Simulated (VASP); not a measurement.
# HPbNO4 (P1) in VASP: notebook, part 2 of 2

VASP 6.6.1. The steps go on from the part before.

## Step 5: Single point, LDA

This run uses another cell than the first one, of 12.73 Å³/atom.

Contents of INCAR:

```
ALGO = Normal
EDIFF = 1E-7
ENCUT = 520
ISIF = 2
ISMEAR = -1
LASPH = True
LCHARG = True
LELF = True
LREAL = False
LVHAR = True
LWAVE = False
NBANDS = 31
NELM = 60
PREC = Accurate
SIGMA = 0.05
```

Contents of KPOINTS:

```
k-points
0
Gamma
  5 5 3
```

Contents of POSCAR:

```
HPbNO4
1.0
    4.0789414975      0.0290954204      0.0092323478
    1.9881186690      3.5855619123     -0.0347385788
    2.0085837218      1.1398133759      6.1110420425
H Pb N O
1 1 1 4
Direct
    0.9033049663      0.6810092262      0.6102702745
    0.1342523653      0.9481151089      0.8833627441
    0.2553191063      0.2829240737      0.3086306172
    0.8346717356      0.6563607698      0.7727249747
    0.3911852168      0.2031407258      0.1182103901
    0.3075834860      0.0225435931      0.4678291093
    0.0724131237      0.6217065026      0.3304718900
```

Potentials or basis: VASP PAW LDA potentials, release 64 (H, Pb_d, N, O).

The run is started by

```
$ cat potpaw_LDA.64/H/POTCAR potpaw_LDA.64/Pb_d/POTCAR potpaw_LDA.64/N/POTCAR potpaw_LDA.64/O/POTCAR > POTCAR
$ mpirun -np 1 vasp_std > vasp.out
```

OUTCAR:

```text
EDIFF = 1E-7
   ENCUT = 520
   ISIF = 2
   ISMEAR = -1
   LASPH = True
   LREAL = False
   NELM = 60
   PREC = Accurate

 ion  position               nearest neighbor table
   1  0.903  0.681  0.610-   4 1.00
   2  0.134  0.948  0.883-   4 2.44   4 2.45   4 2.51   6 2.55   5 2.75   5 2.75   5 2.81   7 2.82

   3  0.255  0.283  0.309-   6 1.24   7 1.24   5 1.26
   4  0.835  0.656  0.773-   1 1.00   2 2.44   2 2.45   2 2.51
   5  0.391  0.203  0.118-   3 1.26   2 2.75   2 2.75   2 2.81
   6  0.308  0.023  0.468-   3 1.24   2 2.55
[... 1032 lines left out ...]
  -------------------------------------------------------------------------------------
  Total       -0.0865379      1.2229047      1.2700343     -0.0230283     -0.0824298      0.0009846
  in kB       -1.5554740     21.9810785     22.8282079     -0.4139226     -1.4816325      0.0176983
  external PRESSURE =      14.4179375 kB  Pullay stress =       0.0000000 kB

 VOLUME and BASIS-vectors are now :
 -----------------------------------------------------------------------------
  energy-cutoff  :      520.00
  volume of cell :       89.14
      direct lattice vectors                 reciprocal lattice vectors
     4.078941497  0.029095420  0.009232348     0.246264817 -0.137085149 -0.055373865
     1.988118669  3.585561912 -0.034738579    -0.001876680  0.279437908 -0.051503098
     2.008583722  1.139813376  6.111042043    -0.000382716  0.001795585  0.163429098

 POSITION                                       TOTAL-FORCE (eV/Angst)
 -----------------------------------------------------------------------------------
      6.26423      3.16368      3.71407        -0.000160     -0.013225     -0.172060
      4.20688      4.41030      5.36657         0.001017      0.006297      0.012349
      2.22383      1.37365      1.87858         0.002516     -0.060521     -0.107619
      6.26158      3.25847      4.70706        -0.000703      0.011466      0.137063
      2.23692      0.87449      0.71894         0.005845     -0.233908     -0.541621
      2.23911      0.62302      2.86098         0.008418     -0.430652      0.588016
      2.19518      2.60795      1.99860        -0.016932      0.720542      0.083871
 -----------------------------------------------------------------------------------
    total drift:                                0.000075     -0.000526      0.000386

  FREE ENERGIE OF THE ION-ELECTRON SYSTEM (eV)
  ---------------------------------------------------
  free  energy   TOTEN  =       -44.8482050664 eV

  energy  without entropy=      -44.8482050664  energy(sigma->0) =      -44.84820507
```

OSZICAR:

```text
N       E                     dE             d eps       ncg     rms          rms(c)
DAV:   1     0.471236735317E+03    0.47124E+03   -0.21896E+04  2356   0.156E+03
DAV:   2     0.560334889941E+01   -0.46563E+03   -0.43340E+03  2621   0.423E+02
DAV:   3    -0.476805797562E+02   -0.53284E+02   -0.52164E+02  2898   0.154E+02
DAV:   4    -0.496602211342E+02   -0.19796E+01   -0.19707E+01  2854   0.317E+01
DAV:   5    -0.497365984771E+02   -0.76377E-01   -0.76351E-01  3211   0.621E+00    0.145E+01
DAV:   6    -0.450895840052E+02    0.46470E+01   -0.16318E+01  3658   0.297E+01    0.568E+00
DAV:   7    -0.449488965426E+02    0.14069E+00   -0.15594E+00  2685   0.734E+00    0.332E+00
DAV:   8    -0.448606360213E+02    0.88261E-01   -0.41777E-01  2977   0.444E+00    0.929E-01
DAV:   9    -0.448476077477E+02    0.13028E-01   -0.56677E-02  3372   0.188E+00    0.340E-01
DAV:  10    -0.448480531892E+02   -0.44544E-03   -0.97623E-03  3184   0.675E-01    0.150E-01
DAV:  11    -0.448481278185E+02   -0.74629E-04   -0.98902E-04  3302   0.245E-01    0.580E-02
DAV:  12    -0.448481877438E+02   -0.59925E-04   -0.24206E-04  3137   0.111E-01    0.187E-02
DAV:  13    -0.448482010423E+02   -0.13299E-04   -0.34442E-05  2856   0.397E-02    0.103E-02
DAV:  14    -0.448482049603E+02   -0.39180E-05   -0.13420E-05  3177   0.244E-02    0.641E-03
DAV:  15    -0.448482050994E+02   -0.13908E-06   -0.20202E-06  3104   0.111E-02    0.301E-03
DAV:  16    -0.448482050664E+02    0.32952E-07   -0.89600E-07  3163   0.658E-03
   1 F= -.44848205E+02 E0= -.44848205E+02  d E =-.728588E-10
```

stdout:

```text
POSCAR found type information on POSCAR H PbN O
 POSCAR found :  4 types and       7 ions
 scaLAPACK will be used
 LDA part: xc-table for (Slater(with rela. corr.)+CA(PZ))
 , standard interpolation
 POSCAR, INCAR and KPOINTS ok, starting setup
 FFT: planning ... GRIDC
 FFT: planning ... GRID_SOFT
 FFT: planning ... GRID
 WAVECAR not read
 entering main loop
```

It took 58 s on 1 thread of Intel Xeon 6975P-C (Granite Rapids), shared host; peak memory 0.23 GiB.

What came out:

```yaml
Free_energy: -44.8482 eV
Pressure: 1.4 GPa
Largest_force: 0.729 eV/Å
Band_gap_on_the_k_mesh: 2.45 eV (least direct gap 2.49 eV)
```

Forces in eV/Å, atoms in the order of the input:
```
H    0.000 -0.013 -0.172
Pb   0.001  0.006  0.012
N    0.003 -0.061 -0.108
O   -0.001  0.011  0.137
O    0.006 -0.234 -0.542
O    0.008 -0.431  0.588
O   -0.017  0.721  0.084
```

Caveat: the standard files for N, O and F lose accuracy on very short bonds; spin-orbit coupling is left out, which moves the levels of the heavy elements.

## Step 6: Single point, LDA

This run uses another cell than the first one, of 14.48 Å³/atom.

Contents of INCAR:

```
PREC = Accurate
ENCUT = 520
EDIFF = 1E-6
ISMEAR = -1
SIGMA = 0.05
LREAL = F
LASPH = T
NELM = 100
ALGO = Normal
ISIF = 2
LWAVE = F
LCHARG = F
NBANDS = 31
```

Contents of KPOINTS:

```
Automatic mesh
0
Gamma
  7 7 5
```

Contents of POSCAR:

```
HPbNO4
1.0
    4.2040700000      0.0000000000      0.0000000000
    2.0217200000      3.8395200000      0.0000000000
    2.0468600000      1.2790000000      6.2813200000
H Pb N O
1 1 1 4
Direct
    0.8914500000      0.6820200000      0.6279600000
    0.1442600000      0.9287200000      0.8835200000
    0.2567000000      0.2886100000      0.3017100000
    0.8310800000      0.6505600000      0.7840500000
    0.3869400000      0.2238000000      0.1129500000
    0.3110400000      0.0357600000      0.4585600000
    0.0772600000      0.6063300000      0.3227500000
```

Potentials or basis: VASP PAW LDA potentials, release 64 (H, Pb_d, N, O).

The run is started by

```
$ cat potpaw_LDA.64/H/POTCAR potpaw_LDA.64/Pb_d/POTCAR potpaw_LDA.64/N/POTCAR potpaw_LDA.64/O/POTCAR > POTCAR
$ mpirun -np 1 vasp_std > vasp.out
```

It took 3.9 min on 1 thread of Intel Xeon 6975P-C (Granite Rapids), shared host; peak memory 0.44 GiB.

Results (log left out):

```
Free energy            : -44.6582 eV
Pressure               : -5.0 GPa
Largest force          : 0.565 eV/Å
Band gap on the k mesh : 2.70 eV (least direct gap 2.72 eV)
```

Forces in eV/Å, atoms in the order of the input:
```
H   -0.004 -0.060 -0.532
Pb  -0.006 -0.113 -0.043
N    0.000 -0.054 -0.109
O    0.014  0.107  0.554
O   -0.016  0.179  0.285
O   -0.012  0.188 -0.123
O    0.024 -0.246 -0.032
```

Stress tensor (GPa, compression positive):
```
-4.34  0.12  0.01
 0.12 -5.55 -0.06
 0.01 -0.06 -5.19
```

Levels at points of the mesh, in eV from the valence-band top:
| k point | band 19 | band 20 | band 21 | band 22 | band 23 | band 24 | band 25 | band 26 |
| --- | --- | --- | --- | --- | --- | --- | --- | --- |
| (0.00, 0.00, 0.00) | -2.08 | -1.59 | -1.38 | -0.73 | 3.49 | 4.12 | 5.29 | 6.02 |

Caveat: the standard files for N, O and F lose accuracy on very short bonds; the cell stands under tension; spin-orbit coupling is left out, which moves the levels of the heavy elements. A k mesh can miss the band edges.

## Step 7: Overview

```tsv
level	potentials or basis	cell	k mesh	cutoff (eV)	gap on the mesh (eV)	pressure (GPa)	largest force (eV/Å)
PBE	VASP PAW PBE potentials, release 64 (H, Pb_d, N, O)	a = 4.232, b = 4.368, c = 6.774 Å, angles 71.9, 72.3, 62.2°, 7 atoms, atomic positions A	7 × 7 × 5	520	2.77	-1.3	0.18
PBE	VASP PAW PBE potentials, release 64 (H, Pb_d, N, O)	a = 4.259, b = 4.396, c = 6.818 Å, angles 71.9, 72.3, 62.2°, 7 atoms, atomic positions A	7 × 7 × 5	520	2.76	-2.9	0.62
PBEsol	VASP PAW PBE potentials, release 64 (H_h, Pb_d, N_h, O_h)	a = 4.141, b = 4.231, c = 6.614 Å, angles 72.4, 72.0, 61.2°, 7 atoms, atomic positions B	5 × 5 × 3	1340	2.70	0.0	0.09
LDA	VASP PAW LDA potentials, release 64 (H, Pb_d, N, O)	a = 4.079, b = 4.100, c = 6.533 Å, angles 72.9, 71.9, 60.6°, 7 atoms, atomic positions C	5 × 5 × 3	520	2.45	1.4	0.73
LDA	VASP PAW LDA potentials, release 64 (H, Pb_d, N, O)	a = 4.204, b = 4.339, c = 6.729 Å, angles 71.9, 72.3, 62.2°, 7 atoms, atomic positions A	7 × 7 × 5	520	2.70	-5.0	0.56
```

Alike in all rows: task single point; no spin polarisation; smearing fermi-dirac 0.05 eV.

Caveats: spin-orbit coupling is left out, which moves the levels of the heavy elements; the standard files for N, O and F lose accuracy on very short bonds (at least some runs); the PAW data sets were made with another functional, which shifts forces and pressure a little (at least some runs); the cell stands under tension (at least some runs).

Total energies depend on the potentials used, so only differences within one code and one set of settings carry meaning.
